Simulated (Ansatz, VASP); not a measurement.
## Zn: VASP beside Ansatz

```
Zn
1.0
    -0.71854    1.69146    1.69146
     1.69146   -0.71854    1.69146
     1.69146    1.69146   -0.71854
Zn
1
Cartesian
  0.0000 0.0000 0.0000
```

Alike in both runs: task single point; functional PBEsol; k mesh 22 × 22 × 22; occupations gaussian, width 0.15 eV; no spin polarisation.

|  | VASP | Ansatz |
| --- | --- | --- |
| version | VASP 6.6.1 | Ansatz 0.2.0 |
| potentials or method | VASP PAW PBE potentials, release 64 (Zn), cutoff 520 eV | scalar-relativistic, plane waves, PAW |
| valence electrons in the cell | 12 | 12 |

```tsv
	VASP	Ansatz	Ansatz less VASP
gap on the k mesh at the Fermi level (eV)	none	none	-
pressure (GPa)	6.5	6.0	-0.46
traceless stress, the component that is largest in VASP (GPa)	1.50	1.48	-0.022
```

VASP's potentials were made for PBE, not for PBEsol. A gap of «none» marks a metal or a gap that the smearing closes. The functional is the same, so the differences come from potentials, cutoffs and numerics.
